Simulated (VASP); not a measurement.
# Te2Mo (P6_3/mmc) in VASP: notebook, part 2 of 2

VASP 6.6.1. Earlier steps stand in the parts before.

## (4) Single point, PBE+D3(BJ) (24.66 Å³/atom)

This run uses another cell than the first one, of 24.66 Å³/atom.

INCAR reads:

```
SYSTEM = Te2Mo
PREC = Accurate
ENCUT = 520
EDIFF = 1E-6
ISMEAR = 0
SIGMA = 0.05
LREAL = .False.
LASPH = .True.
NELM = 80
ALGO = Normal
ISIF = 2
LWAVE = .False.
LCHARG = .True.
GGA = PE
IVDW = 12
LELF = .True.
LVHAR = .True.
NBANDS = 35
```

KPOINTS reads:

```
Automatic mesh
0
Gamma
  10 10 2
  0 0 0
```

POSCAR reads:

```
Te2Mo
1.0
    3.5110138961      0.0000000000      0.0000000000
   -1.7555069481      3.0406272271      0.0000000000
    0.0000000000      0.0000000000     13.8593321537
Te Mo
4 2
Direct
    0.3333333333      0.6666666667      0.6190379164
    0.6666666667      0.3333333333      0.1190379164
    0.3333333333      0.6666666667      0.8809620836
    0.6666666667      0.3333333333      0.3809620836
    0.3333333333      0.6666666667      0.2500000000
    0.6666666667      0.3333333333      0.7500000000
```

Potentials or basis: VASP PAW PBE potentials, release 64 (Te, Mo_sv).

The run is started by

```
> cat potpaw_PBE.64/Te/POTCAR potpaw_PBE.64/Mo_sv/POTCAR > POTCAR
> mpirun -np 1 vasp_std > vasp.out
```

OUTCAR:

```text
SYSTEM = Te2Mo
   PREC = Accurate
   ENCUT = 520
   EDIFF = 1E-6
   ISMEAR = 0
   LREAL = .False.
   LASPH = .True.
   NELM = 80
   ISIF = 2
   GGA = PE
   IVDW = 12
 IVDW          = 12

 ion  position               nearest neighbor table
   1  0.333  0.667  0.619-   6 2.72   6 2.72   6 2.72   3 3.63
   2  0.667  0.333  0.119-   5 2.72   5 2.72   5 2.72   4 3.63
   3  0.333  0.667  0.881-   6 2.72   6 2.72   6 2.72   1 3.63
   4  0.667  0.333  0.381-   5 2.72   5 2.72   5 2.72   2 3.63
   5  0.333  0.667  0.250-   2 2.72   4 2.72   2 2.72   4 2.72   2 2.72   4 2.72
   6  0.667  0.333  0.750-   1 2.72   3 2.72   1 2.72   3 2.72   1 2.72   3 2.72

  LATTYP: Found a hexagonal cell.
 ALAT       =     3.5110138961
 C/A-ratio  =     3.9473874396

  Lattice vectors:

 A1 = (   3.5110138961,   0.0000000000,   0.0000000000)
 A2 = (  -1.7555069481,   3.0406272271,   0.0000000000)
 A3 = (   0.0000000000,   0.0000000000,  13.8593321537)

Analysis of symmetry for initial positions (statically):
=====================================================================
[... 186 lines left out ...]
 cond. band min:       8.9845242259   @ k =   0.2000   0.2000   0.0000
 fundamental gap:      0.6525706667
 Fermi energy:         8.7175130908

 k-point     1 :       0.0000    0.0000    0.0000
  band No.  band energies     occupation
      1     -52.4997      2.00000
      2     -52.4997      2.00000
      3     -26.6686      2.00000
      4     -26.6686      2.00000
      5     -26.5374      2.00000
      6     -26.5374      2.00000
[... 901 lines left out ...]
     34      11.5813      0.00000
     35      12.8584      0.00000

 [... further k-points ...]

------------------------ aborting loop because EDIFF is reached ----------------------------------------

 Edisp (eV)   -3.25873

 E8    (eV) :    -1.5021

  FORCE on cell =-STRESS in cart. coord.  units (eV):
  Direction    XX          YY          ZZ          XY          YZ          ZX
  --------------------------------------------------------------------------------------
  -------------------------------------------------------------------------------------
  Total      -0.76350    -0.76350    -0.68121     0.00000    -0.00000    -0.00000
  in kB      -8.26764    -8.26764    -7.37655     0.00000    -0.00000    -0.00000
  external pressure =       -7.97 kB  Pullay stress =        0.00 kB

 VOLUME and BASIS-vectors are now :
 -----------------------------------------------------------------------------
  energy-cutoff  :      520.00
  volume of cell :      147.96
      direct lattice vectors                 reciprocal lattice vectors
     3.511013896  0.000000000  0.000000000     0.284818013  0.164439756  0.000000000
    -1.755506948  3.040627227  0.000000000     0.000000000  0.328879512  0.000000000
     0.000000000  0.000000000 13.859332154     0.000000000  0.000000000  0.072153549

 POSITION                                       TOTAL-FORCE (eV/Angst)
 -----------------------------------------------------------------------------------
     -0.00000      2.02708      8.57945        -0.000000      0.000000     -0.013534
      1.75551      1.01354      1.64979        -0.000000     -0.000000     -0.013534
     -0.00000      2.02708     12.20955        -0.000000      0.000000      0.013534
      1.75551      1.01354      5.27988        -0.000000      0.000000      0.013534
     -0.00000      2.02708      3.46483         0.000000     -0.000000     -0.000000
      1.75551      1.01354     10.39450        -0.000000      0.000000     -0.000000
 -----------------------------------------------------------------------------------
    total drift:                                0.000000     -0.000000      0.000000

  FREE ENERGIE OF THE ION-ELECTRON SYSTEM (eV)
  ---------------------------------------------------
  free  energy   TOTEN  =       -39.2228474793 eV

  energy  without entropy=      -39.2228474793  energy(sigma->0) =      -39.22284748
```

It took 3.1 min on 1 thread of AMD EPYC 7R43 (Zen 3), shared host; peak memory 0.31 GiB.

Results:

| Item | Value |
| --- | --- |
| Free energy | -39.2228 eV |
| Pressure | -0.8 GPa |
| Largest force | 0.014 eV/Å |
| Band gap on the k mesh | 0.65 eV (least direct gap 1.15 eV) |
| Dispersion energy per atom | -0.543 eV |

Forces on the atoms (eV/Å):
```
Te   0.000  0.000 -0.014
Te   0.000  0.000 -0.014
Te   0.000  0.000  0.014
Te   0.000  0.000  0.014
Mo   0.000  0.000  0.000
Mo   0.000  0.000  0.000
```

Levels at points of the mesh, in eV from the valence-band top:
```
           k point  band 24  band 25  band 26  band 27  band 28  band 29
(0.00, 0.00, 0.00)    -1.00    -0.25     0.00     2.88     2.88     3.04
(0.50, 0.00, 0.00)    -0.98    -0.62    -0.28     1.27     1.33     1.43
(0.00, 0.00, 0.50)    -1.02    -0.07    -0.07     2.92     2.92     2.92
(0.50, 0.00, 0.50)    -0.99    -0.45    -0.45     1.29     1.29     1.64
```

Caveat: spin-orbit coupling is left out, which moves the levels of the heavy elements.

## (5) Single point, PBE+D3(BJ) (25.14 Å³/atom)

This run uses another cell than the first one, of 25.14 Å³/atom.

INCAR reads:

```
SYSTEM = Te2Mo
PREC = Accurate
ENCUT = 520
EDIFF = 1E-6
ISMEAR = 0
SIGMA = 0.05
LREAL = .FALSE.
LASPH = .TRUE.
NELM = 60
ALGO = Normal
ISIF = 2
LWAVE = .FALSE.
LCHARG = .FALSE.
GGA = PE
IVDW = 12
NBANDS = 35
```

KPOINTS reads:

```
Automatic mesh
0
G
  10 10 2
  0 0 0
```

POSCAR reads:

```
Te2Mo
1.0
    3.5230079676      0.0000000000      0.0000000000
   -1.7615039838      3.0510143977      0.0000000000
    0.0000000000      0.0000000000     14.0350290764
Te Mo
4 2
Direct
    0.3333333333      0.6666666667      0.6208012017
    0.6666666667      0.3333333333      0.1208012017
    0.3333333333      0.6666666667      0.8791987983
    0.6666666667      0.3333333333      0.3791987983
    0.3333333333      0.6666666667      0.2500000000
    0.6666666667      0.3333333333      0.7500000000
```

The run is started by

```
> cat potpaw_PBE.64/Te/POTCAR potpaw_PBE.64/Mo_sv/POTCAR > POTCAR
> mpirun -np 1 vasp_std > vasp.out
```

It took 2.7 min on 1 thread of AMD EPYC 7R43 (Zen 3), shared host; peak memory 0.3 GiB.

Results (log left out):

| Item | Value |
| --- | --- |
| Free energy | -39.2021 eV |
| Pressure | -1.5 GPa |
| Largest force | 0.014 eV/Å |
| Band gap on the k mesh | 0.72 eV (least direct gap 1.15 eV) |
| Dispersion energy per atom | -0.533 eV |

Forces in eV/Å, atoms in the order of the input:
```
Te   0.000  0.000 -0.014
Te   0.000  0.000 -0.014
Te   0.000  0.000  0.014
Te   0.000  0.000  0.014
Mo   0.000  0.000  0.000
Mo   0.000  0.000  0.000
```

Stress tensor (GPa, compression positive):
```
-1.49  0.00  0.00
 0.00 -1.49  0.00
 0.00  0.00 -1.41
```

Levels at points of the mesh, in eV from the valence-band top:
| k point | band 22 | band 23 | band 24 | band 25 | band 26 | band 27 | band 28 | band 29 | band 30 | band 31 |
| --- | --- | --- | --- | --- | --- | --- | --- | --- | --- | --- |
| (0.00, 0.00, 0.00) | -1.01 | -0.97 | -0.97 | -0.34 | 0.00 | 2.90 | 2.90 | 3.04 | 3.04 | 3.12 |
| (0.50, 0.00, 0.00) | -1.79 | -0.98 | -0.93 | -0.57 | -0.28 | 1.29 | 1.34 | 1.47 | 1.80 | 2.60 |
| (0.00, 0.00, 0.50) | -0.99 | -0.99 | -0.99 | -0.08 | -0.08 | 2.94 | 2.94 | 2.94 | 2.94 | 3.27 |
| (0.50, 0.00, 0.50) | -1.90 | -0.94 | -0.94 | -0.43 | -0.43 | 1.31 | 1.31 | 1.65 | 1.65 | 3.04 |

Caveat: spin-orbit coupling is left out, which moves the levels of the heavy elements. Expect the measured gap to be larger: semilocal functionals such as PBE lack the derivative discontinuity.

## (6) Overview

```tsv
cell	gap on the mesh (eV)	pressure (GPa)	largest force (eV/Å)
a = 3.480, b = 3.480, c = 13.552 Å, angles 90.0, 90.0, 120.0°, 6 atoms, atomic positions A	0.50	1.0	0.02
a = 3.496, b = 3.496, c = 13.701 Å, angles 90.0, 90.0, 120.0°, 6 atoms, atomic positions B	0.59	0.0	0.01
a = 3.511, b = 3.511, c = 13.859 Å, angles 90.0, 90.0, 120.0°, 6 atoms, atomic positions C	0.65	-0.8	0.01
a = 3.523, b = 3.523, c = 14.035 Å, angles 90.0, 90.0, 120.0°, 6 atoms, atomic positions D	0.72	-1.5	0.01
```

Alike in all rows: task single point; level PBE+D3(BJ); potentials or basis VASP PAW PBE potentials, release 64 (Te, Mo_sv); no spin polarisation; k mesh 10 × 10 × 2; cutoff (eV) 520; smearing gaussian 0.05 eV.

Caveats: spin-orbit coupling is left out, which moves the levels of the heavy elements.

Absolute energies hang on the potentials; compare differences alone.

## (7) How close it comes

Step 2. Against the measured gap of Te2Mo, 0.88 eV (indirect; 300 K; quoted in “Broadband infrared study of pressure-tunable Fano resonance and metallization transition in 2H-MoTe2”, 2022, pmc:9569381), the calculated 0.50 eV is off by -0.38 eV. Spin-orbit coupling on Mo, Te is left out. The value is that of PBE+D3(BJ) on a finite k mesh, which can miss the band edges, without temperature or zero-point motion. Semilocal functionals fall short of measured gaps as a rule.

Step 3. Against the measured gap of Te2Mo, 0.88 eV (indirect; 300 K; quoted in “Broadband infrared study of pressure-tunable Fano resonance and metallization transition in 2H-MoTe2”, 2022, pmc:9569381), the calculated 0.59 eV is off by -0.29 eV. Spin-orbit coupling on Mo, Te is left out. The value is that of PBE+D3(BJ) on a finite k mesh, which can miss the band edges, without temperature or zero-point motion. Semilocal functionals fall short of measured gaps as a rule.

Step 4. Against the measured gap of Te2Mo, 0.88 eV (indirect; 300 K; quoted in “Broadband infrared study of pressure-tunable Fano resonance and metallization transition in 2H-MoTe2”, 2022, pmc:9569381), the calculated 0.65 eV is off by -0.23 eV. Spin-orbit coupling on Mo, Te is left out. The value is that of PBE+D3(BJ) on a finite k mesh, which can miss the band edges, without temperature or zero-point motion. Semilocal functionals fall short of measured gaps as a rule.
